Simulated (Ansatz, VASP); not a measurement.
## C: VASP beside Ansatz

```xyz
2
Lattice="0.0000 1.7121 1.8547 1.7121 0.0000 1.8547 1.7121 1.7121 0.0000" Properties=species:S:1:pos:R:3 pbc="T T T"
C     1.7121    1.7121    1.8547
C     2.5681    2.5681    2.7821
```

Change from the starting cell: strain -0.040 along x and y, +0.040 along z, atoms carried along.

Alike in both runs: task single point; functional PBEsol; k mesh 12 × 12 × 12; occupations gaussian, width 0.05 eV; no spin polarisation.

|  | VASP | Ansatz |
| --- | --- | --- |
| version | VASP 6.6.1 | Ansatz 0.2.0 |
| potentials or method | VASP PAW PBE potentials, release 64 (C), cutoff 520 eV | scalar-relativistic, plane waves, PAW |
| valence electrons in the cell | 8 | 8 |

|  | VASP | Ansatz | Ansatz less VASP |
| --- | --- | --- | --- |
| gap on the k mesh at the Fermi level (eV) | 3.11 | 3.11 | +0.005 |
| least direct gap on the mesh (eV) | 4.93 | 4.94 | +0.002 |
| pressure (GPa) | 16.4 | 15.1 | -1.23 |
| traceless stress, the component that is largest in VASP (GPa) | -55.48 | -55.52 | -0.045 |

VASP's potentials were made for PBE, not for PBEsol. With one functional, cell and mesh, what is left measures potentials, basis and numerics.
